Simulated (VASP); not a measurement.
# BePtC3 (Pm-3m) in VASP: a series of runs

BePtC3 is run at these levels: PBE; tasks: single point, relaxation of cell and atoms.

Program: VASP 6.6.1. These are calculated values, not measurements. Logs are shortened: lines on timing, memory, paths and dates and some standing lists are left out, and cuts for length are marked.

**1. The cell of the first run**

It takes space group Pm-3m (No. 221, cubic). The conventional cell has a = 3.985 Å, b = 3.985 Å, c = 3.985 Å, α = 90.00°, β = 90.00°, γ = 90.00°. Be (site symmetry m-3m) has 12 C at 2.82 Å and 8 Pt at 3.45 Å within 3.7 Å. Pt (site symmetry m-3m) has 6 C at 1.99 Å within 2.6 Å. Within 2.6 Å of C (site symmetry 4/mmm) lie 2 Pt at 1.99 Å.

**2. Single point, PBE**

Input file INCAR:

```
  ALGO = Normal
  EDIFF = 1E-6
  ENCUT = 600
  GGA = PE
  GGA_COMPAT = F
  ISIF = 2
  ISMEAR = 0
  LASPH = T
  LCHARG = F
  LREAL = F
  LWAVE = F
  NBANDS = 20
  NELM = 120
  PREC = Accurate
  SIGMA = 0.1
```

Input file KPOINTS:

```
k-points
0
Gamma
  4 4 4
```

Input file POSCAR:

```
BePtC3
1.0
    3.9852285267      0.0000000000      0.0000000000
    0.0000000000      3.9852285267      0.0000000000
    0.0000000000      0.0000000000      3.9852285267
Be Pt C
1 1 3
Direct
    0.5000000000      0.5000000000      0.5000000000
    0.0000000000      0.0000000000      0.0000000000
    0.5000000000      0.0000000000      0.0000000000
    0.0000000000      0.5000000000      0.0000000000
    0.0000000000      0.0000000000      0.5000000000
```

Potentials or basis: VASP PAW PBE potentials, release 64 (Be, Pt, C).

The run is started by

```console
$ cat potpaw_PBE.64/Be/POTCAR potpaw_PBE.64/Pt/POTCAR potpaw_PBE.64/C/POTCAR > POTCAR
$ mpirun -np 1 vasp_std > vasp.out
```

OUTCAR:

```text
EDIFF = 1E-6
   ENCUT = 600
   GGA = PE
   ISIF = 2
   ISMEAR = 0
   LASPH = T
   LREAL = F
   NELM = 120
   PREC = Accurate

 ion  position               nearest neighbor table
   1  0.500  0.500  0.500-
   2  0.000  0.000  0.000-   3 1.99   4 1.99   5 1.99   5 1.99   4 1.99   3 1.99
   3  0.500  0.000  0.000-   2 1.99   2 1.99
   4  0.000  0.500  0.000-   2 1.99   2 1.99
   5  0.000  0.000  0.500-   2 1.99   2 1.99

  LATTYP: Found a simple cubic cell.
 ALAT       =     3.9852285267

  Lattice vectors:

 A1 = (   3.9852285267,   0.0000000000,   0.0000000000)
 A2 = (   0.0000000000,   3.9852285267,   0.0000000000)
 A3 = (   0.0000000000,   0.0000000000,   3.9852285267)

Analysis of symmetry for initial positions (statically):
=====================================================================
 Subroutine PRICEL returns:
 Original cell was already a primitive cell.

 Routine SETGRP: Setting up the symmetry group for a
 simple cubic supercell.

 Subroutine GETGRP returns: Found 48 space group operations
 (whereof 48 operations were pure point group operations)
 out of a pool of 48 trial point group operations.

The static configuration has the point symmetry O_h .

Analysis of symmetry for dynamics (positions and initial velocities):
=====================================================================
 Subroutine PRICEL returns:
 Original cell was already a primitive cell.

 Routine SETGRP: Setting up the symmetry group for a
 simple cubic supercell.

 Subroutine GETGRP returns: Found 48 space group operations
 (whereof 48 operations were pure point group operations)
 out of a pool of 48 trial point group operations.

The dynamic configuration has the point symmetry O_h .

 Subroutine INISYM returns: Found 48 space group operations
 (whereof 48 operations are pure point group operations),
 and found     1 'primitive' translations

----------------------------------------------------------------------------------------

                                     Primitive cell

  volume of cell :      63.2936

  direct lattice vectors                    reciprocal lattice vectors
     3.985228527  0.000000000  0.000000000     0.250926639  0.000000000  0.000000000
     0.000000000  3.985228527  0.000000000     0.000000000  0.250926639  0.000000000
     0.000000000  0.000000000  3.985228527     0.000000000  0.000000000  0.250926639

[... 73 lines left out ...]
   NELM   =    120;   NELMIN=  2; NELMDL= -5     # of ELM steps
   EDIFF  = 0.1E-05   stopping-criterion for ELM
   LREAL  =      F    real-space projection
   EDIFFG = 0.1E-04   stopping-criterion for IOM
   NSW    =      0    number of steps for IOM
   IBRION =     -1    ionic relax: 0-MD 1-quasi-New 2-CG
   NFREE  =      0    steps in history (QN), initial steepest desc. (CG)
   ISIF   =      2    stress and relaxation
   ISYM   =      2    0-nonsym 1-usesym 2-fastsym
   POTIM  = 0.5000    time-step for ionic-motion
   TEBEG  =    0.0;   TEEND  =   0.0 temperature during run
   PSTRESS=    0.0 pullay stress
   NELECT =      24.0000    total number of electrons
   NUPDOWN=      -1.0000    fix difference up-down
   EMIN   =  10.00;   EMAX   =-10.00  energy-range for DOS
   EFERMI =   0.00;   METHOD = LEGACY
   ISMEAR =     0;   SIGMA  =   0.10  broadening in eV -4-tet -1-fermi 0-gaus
   EFERMI_NEDOS =   21; number of points for ismear=-14 and -15
   IALGO  =     38    algorithm
   IMIX   =      4    mixing-type and parameters
     AMIX     =   0.40;   BMIX     =  1.00
     AMIX_MAG =   1.60;   BMIX_MAG =  1.00
  volume/ion in A,a.u.               =      12.66        85.43
  Fermi-wavevector in a.u.,A,eV,Ry     =   1.184928  2.239190 19.103324  1.404055
  Thomas-Fermi vector in A             =   2.321132
   LORBIT       =      0    0 simple, 1 ext, 2 COOP (PROOUT), +10 PAW based schemes
   GGA     = PE    functional components
   LHFCALC =     F    Hartree Fock is set to
   AEXX    =    0.0000 exact exchange contribution
   IVDW    =     0    specifies the selected vdW correction
   LEPSILON=     F    determine dielectric tensor
   LRPA    =     F    only Hartree local field effects (RPA)
 non-spin polarized calculation
 Gauss-broadening in eV      SIGMA  =   0.10
  energy-cutoff  :      600.00
  volume of cell :       63.29
 maximum number of plane-waves:      2176
 NGX is ok and might be reduce to    32
   NGX = 15   NGY = 15   NGZ = 15

 number of electron      24.0000003 magnetization

 Free energy of the ion-electron system (eV)
  ---------------------------------------------------
  ext. energy  EPLUGINS =         0.00000000
  ---------------------------------------------------
  free energy    TOTEN  =       -23.75961251 eV

  energy without entropy =      -23.74109504  energy(sigma->0) =      -23.75035378

 E-fermi :   5.5947     XC(G=0): -10.6144

 val. band max:        5.2799564911   @ k =   0.0000   0.0000   0.0000
 cond. band min:       5.5974601622   @ k =   0.0000   0.0000   0.0000
 fundamental gap:      0.3175036711
 Fermi energy:         5.5947257773

 k-point     1 :       0.0000    0.0000    0.0000
  band No.  band energies     occupation
      1      -8.6371      2.00000
      2      -6.2736      2.00000
      3      -6.2736      2.00000
      4       0.3091      2.00000
      5       0.3091      2.00000
      6       0.3092      2.00000
[... 219 lines left out ...]
     19      12.4034      0.00000
     20      13.9352      0.00000

------------------------ aborting loop because EDIFF is reached ----------------------------------------

  FORCE on cell =-STRESS in cart. coord.  units (eV):
  Direction    XX          YY          ZZ          XY          YZ          ZX
  --------------------------------------------------------------------------------------
  -------------------------------------------------------------------------------------
  Total        0.0523974      0.0523974      0.0523974      0.0000000      0.0000000     -0.0000000
  in kB        1.3263565      1.3263565      1.3263565      0.0000000      0.0000000     -0.0000000
  external PRESSURE =       1.3263565 kB  Pullay stress =       0.0000000 kB

 VOLUME and BASIS-vectors are now :
 -----------------------------------------------------------------------------
  energy-cutoff  :      600.00
  volume of cell :       63.29
      direct lattice vectors                 reciprocal lattice vectors
     3.985228527  0.000000000  0.000000000     0.250926639  0.000000000  0.000000000
     0.000000000  3.985228527  0.000000000     0.000000000  0.250926639  0.000000000
     0.000000000  0.000000000  3.985228527     0.000000000  0.000000000  0.250926639

 POSITION                                       TOTAL-FORCE (eV/Angst)
 -----------------------------------------------------------------------------------
      1.99261      1.99261      1.99261         0.000000      0.000000      0.000000
      0.00000      0.00000      0.00000         0.000000      0.000000      0.000000
      1.99261      0.00000      0.00000         0.000000      0.000000      0.000000
      0.00000      1.99261      0.00000         0.000000      0.000000      0.000000
      0.00000      0.00000      1.99261         0.000000      0.000000      0.000000
 -----------------------------------------------------------------------------------
    total drift:                                0.000000      0.000000     -0.000000

  FREE ENERGIE OF THE ION-ELECTRON SYSTEM (eV)
  ---------------------------------------------------
  free  energy   TOTEN  =       -23.7596125127 eV

  energy  without entropy=      -23.7410950435  energy(sigma->0) =      -23.75035378
```

OSZICAR:

```text
N       E                     dE             d eps       ncg     rms          rms(c)
DAV:   1     0.101753969005E+03    0.10175E+03   -0.12270E+04   400   0.120E+03
DAV:   2    -0.207794968024E+02   -0.12253E+03   -0.11664E+03   500   0.226E+02
DAV:   3    -0.285130342889E+02   -0.77335E+01   -0.74482E+01   492   0.539E+01
DAV:   4    -0.286856969012E+02   -0.17266E+00   -0.17212E+00   460   0.856E+00
DAV:   5    -0.286899320167E+02   -0.42351E-02   -0.42328E-02   496   0.126E+00    0.322E+01
DAV:   6    -0.289234565653E+02   -0.23352E+00   -0.13453E+02   432   0.531E+01    0.379E+01
DAV:   7    -0.242637201603E+02    0.46597E+01   -0.11165E+01   424   0.284E+01    0.129E+01
DAV:   8    -0.238830351417E+02    0.38069E+00   -0.56964E+00   436   0.148E+01    0.353E+00
DAV:   9    -0.237646474511E+02    0.11839E+00   -0.80527E-01   424   0.700E+00    0.615E-01
DAV:  10    -0.237612369931E+02    0.34105E-02   -0.45661E-02   444   0.177E+00    0.773E-01
DAV:  11    -0.237605129707E+02    0.72402E-03   -0.12894E-02   456   0.799E-01    0.253E-01
DAV:  12    -0.237596282125E+02    0.88476E-03   -0.27429E-03   456   0.358E-01    0.113E-01
DAV:  13    -0.237596189543E+02    0.92582E-05   -0.30018E-04   492   0.108E-01    0.758E-02
DAV:  14    -0.237596128336E+02    0.61207E-05   -0.23840E-05   492   0.330E-02    0.228E-02
DAV:  15    -0.237596125127E+02    0.32090E-06   -0.15369E-06   280   0.889E-03
   1 F= -.23759613E+02 E0= -.23750354E+02  d E =-.185175E-01
```

stdout:

```text
POSCAR found type information on POSCAR BePtC
 POSCAR found :  3 types and       5 ions
 scaLAPACK will be used
 LDA part: xc-table for (Slater+PW92), standard interpolation
 POSCAR, INCAR and KPOINTS ok, starting setup
 FFT: planning ... GRIDC
 FFT: planning ... GRID_SOFT
 FFT: planning ... GRID
 WAVECAR not read
 entering main loop
```

Wall time 12 s (1 thread of Intel Xeon 8259CL, shared host); peak memory 0.19 GiB.

What came out:

```
Free energy            : -23.7596 eV
Pressure               : 0.1 GPa
Band gap on the k mesh : zero (band 12 reaches 5.76 eV, above the bottom of band 13 at 4.90 eV)
```

Levels at points of the mesh, in eV from the Fermi level:
```tsv
k point	band 8	band 9	band 10	band 11	band 12	band 13	band 14	band 15	band 16	band 17
(0.00, 0.00, 0.00)	-4.45	-4.45	-0.34	-0.31	-0.31	-0.31	0.00	0.00	0.07	0.07
(0.50, 0.00, 0.00)	-3.45	-3.45	-3.09	-1.23	0.17	0.17	0.18	0.69	0.69	2.30
(0.50, 0.50, 0.00)	-6.31	-2.45	-1.95	-1.95	-1.56	1.18	1.18	1.58	1.99	3.25
(0.50, 0.50, 0.50)	-7.72	-7.72	-0.86	-0.69	-0.69	-0.69	1.63	1.63	1.63	6.81
```

Caveat: the k points lie up to 0.39 Å⁻¹ apart; spin-orbit coupling is left out, which moves the levels of the heavy elements.

**3. Relaxation of cell and atoms, PBE**

This run uses another cell than the first one, of 12.55 Å³/atom, 0.991 times its volume.

Input file INCAR:

```
  PREC = Accurate
  ENCUT = 600
  EDIFF = 1E-7
  ISMEAR = 0
  SIGMA = 0.1
  LREAL = F
  LASPH = T
  NELM = 120
  ALGO = Normal
  ISIF = 3
  LWAVE = F
  LCHARG = F
  GGA = PE
  IBRION = 2
  NSW = 90
  EDIFFG = -0.04
  GGA_COMPAT = F
  NELMIN = 4
```

Input file KPOINTS:

```
regular mesh
0
Gamma
  4 4 4
```

Edit POSCAR of step 2 so:

```diff
@@ -2,5 +2,5 @@
 1.0
-    3.9852285267      0.0000000000      0.0000000000
-    0.0000000000      3.9852285267      0.0000000000
-    0.0000000000      0.0000000000      3.9852285267
+    3.9737205800      0.0000000000      0.0000000000
+    0.0000000000      3.9737205800      0.0000000000
+    0.0000000000      0.0000000000      3.9737205800
 Be Pt C
```

Potentials or basis: VASP PAW PBE potentials, release 64 (Be, Pt, C).

The run is started by

```console
$ cat potpaw_PBE.64/Be/POTCAR potpaw_PBE.64/Pt/POTCAR potpaw_PBE.64/C/POTCAR > POTCAR
$ mpirun -np 1 vasp_std > vasp.out
```

Wall time 38 s (1 thread of Intel Xeon 8259CL, shared host); peak memory 0.19 GiB.

It converged, with:

* Free energy: -23.7589 eV
* Relaxed volume: 12.67 Å³/atom
* Relaxed cell: a = 3.987 Å, b = 3.987 Å, c = 3.987 Å, α = 90.00°, β = 90.00°, γ = 90.00°
* Space group after relaxing (to 0.05 Å): Pm-3m (No. 221)
* Energy gained by relaxing: 0.5 meV/atom
* Ionic steps: 3
* Pressure after relaxing: 0.0 GPa
* Band gap on the k mesh: zero (band 12 reaches 5.75 eV, above the bottom of band 13 at 4.89 eV)

Step by step:
```csv
step,energy change (eV),largest force (eV/Å),pressure (GPa),volume (Å³)
1,0.0000,0.0000,1.38,62.75
2,-0.0016,0.0000,-0.80,63.73
3,-0.0026,0.0000,0.00,63.35
```

Final structure:
```cif
data_structure
_symmetry_space_group_name_H-M 'P 1'
_symmetry_Int_Tables_number 1
_cell_length_a 3.9865
_cell_length_b 3.9865
_cell_length_c 3.9865
_cell_angle_alpha 90.000
_cell_angle_beta 90.000
_cell_angle_gamma 90.000
_cell_volume 63.35
loop_
_atom_site_label
_atom_site_type_symbol
_atom_site_fract_x
_atom_site_fract_y
_atom_site_fract_z
_atom_site_occupancy
Be1 Be 0.50000 0.50000 0.50000 1
Pt1 Pt 0.00000 0.00000 0.00000 1
C1 C 0.50000 0.00000 0.00000 1
C2 C 0.00000 0.50000 0.00000 1
C3 C 0.00000 0.00000 0.50000 1
```

Levels at points of the mesh, in eV from the Fermi level:
```tsv
k point	band 8	band 9	band 10	band 11	band 12	band 13	band 14	band 15	band 16
(0.00, 0.00, 0.00)	-4.45	-4.45	-0.34	-0.32	-0.32	-0.32	0.00	0.00	0.07
(0.50, 0.00, 0.00)	-3.45	-3.45	-3.09	-1.23	0.17	0.17	0.18	0.69	0.69
(0.50, 0.50, 0.00)	-6.31	-2.45	-1.95	-1.95	-1.56	1.17	1.17	1.57	1.98
(0.50, 0.50, 0.50)	-7.72	-7.72	-0.86	-0.69	-0.69	-0.69	1.63	1.63	1.63
```

Caveat: the k points lie up to 0.39 Å⁻¹ apart in the final cell; spin-orbit coupling is left out, which moves the levels of the heavy elements.
